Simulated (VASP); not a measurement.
A run of VASP 6.6.1 is set up as follows.

INCAR

```
SYSTEM = KNaHCl
PREC = Accurate
ENCUT = 600
EDIFF = 1E-6
ISMEAR = 0
SIGMA = 0.15
LREAL = .FALSE.
LASPH = .TRUE.
NELM = 100
ALGO = Normal
ISIF = 3
LWAVE = .FALSE.
LCHARG = .FALSE.
GGA = PE
IBRION = 2
NSW = 36
EDIFFG = -0.08
```

The input KPOINTS:

```
Automatic mesh
0
G
  3 3 2
  0 0 0
```

The input POSCAR:

```
KNaHCl
1.0
    4.2907490800      0.0000000000      0.0000000000
    0.0000000000      4.2907490800      0.0000000000
    0.0000000000      0.0000000000      9.2532559400
K Na H Cl
2 2 2 2
Direct
    0.0000000000      0.5000000000      0.3412410000
    0.5000000000      0.0000000000      0.6587590000
    0.0000000000      0.5000000000      0.8459579900
    0.5000000000      0.0000000000      0.1540420100
    0.0000000000      0.0000000000      0.0000000000
    0.5000000000      0.5000000000      0.0000000000
    0.0000000000      0.5000000000      0.6634380200
    0.5000000000      0.0000000000      0.3365619800
```

Potentials or basis: VASP PAW PBE potentials, release 64 (K_sv, Na_pv, H, Cl).

Command:

```sh
$ cat potpaw_PBE.64/K_sv/POTCAR potpaw_PBE.64/Na_pv/POTCAR potpaw_PBE.64/H/POTCAR potpaw_PBE.64/Cl/POTCAR > POTCAR
$ mpirun -np 1 vasp_std > vasp.out
```

Problem. Predict the band gap on the k mesh.

Solution. 2.11 eV.

Problem. Predict the relaxed cell.

Solution. a = 4.484 Å, b = 4.484 Å, c = 9.656 Å, α = 90.00°, β = 90.00°, γ = 90.00°.

Forces in eV/Å, atoms in the order of the input:
```
K    0.000  0.000  0.020
K    0.000  0.000 -0.020
Na   0.000  0.000  0.056
Na   0.000  0.000 -0.056
H    0.000  0.000  0.000
H    0.000  0.000  0.000
Cl   0.000  0.000  0.004
Cl   0.000  0.000 -0.004
```

Caveat: the k points lie up to 0.47 Å⁻¹ apart in the final cell; the relaxation stopped at a loose force limit of 0.08 eV/Å, so its end isn't a converged minimum. A k mesh can miss the band edges.
